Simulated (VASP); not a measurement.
Wanted: the native input for a VASP 6.6.1 run.

```
Task                   : single point
Functional             : PBEsol
Dispersion             : D3(BJ)
Potentials or basis    : VASP PAW PBE potentials, release 64 (P)
Cutoff                 : 520 eV
k mesh                 : 18 × 18 × 18
Occupations            : gaussian, width 0.1 eV
Spin                   : no spin polarisation
Dipole correction      : no
Further INCAR settings : ALGO = Normal; EDIFF = 1e-07; NBANDS = 8
```

The structure of P lies in POSCAR:

```
P
1.0
    2.4373649058      0.0000000000      0.0000000000
    0.0000000000      2.4373649058      0.0000000000
    0.0000000000      0.0000000000      2.4375357809
P
1
Direct
    0.0000000000      0.0000000000      0.0000000000
```

This isn't the form of P at room conditions, which is orthorhombic.

The input as run:

INCAR

```
  ALGO = Normal
  EDIFF = 1E-7
  ENCUT = 520
  GGA = PS
  ISIF = 2
  ISMEAR = 0
  IVDW = 12
  LASPH = T
  LCHARG = F
  LREAL = F
  LWAVE = F
  NBANDS = 8
  NELM = 60
  PREC = Accurate
  SIGMA = 0.1
```

KPOINTS

```
k-points
0
Gamma
  18 18 18
```

Potentials or basis: VASP PAW PBE potentials, release 64 (P).

The run is started by

```console
$ cat potpaw_PBE.64/P/POTCAR > POTCAR
$ mpirun -np 1 vasp_std > vasp.out
```

It gave:

* Pressure: -6.5 GPa
* Band gap on the k mesh: zero (an odd number of electrons rules out a gap without spin polarisation)
* Dispersion energy per atom: -0.391 eV

Caveat: the cell stands under tension; the PAW data sets were made with another functional, which shifts forces and pressure a little.

Wall time 15 s on 1 thread of Intel(R) Xeon(R) 6975P-C (Granite Rapids), with other jobs on the host, peak memory 0.16 GiB.
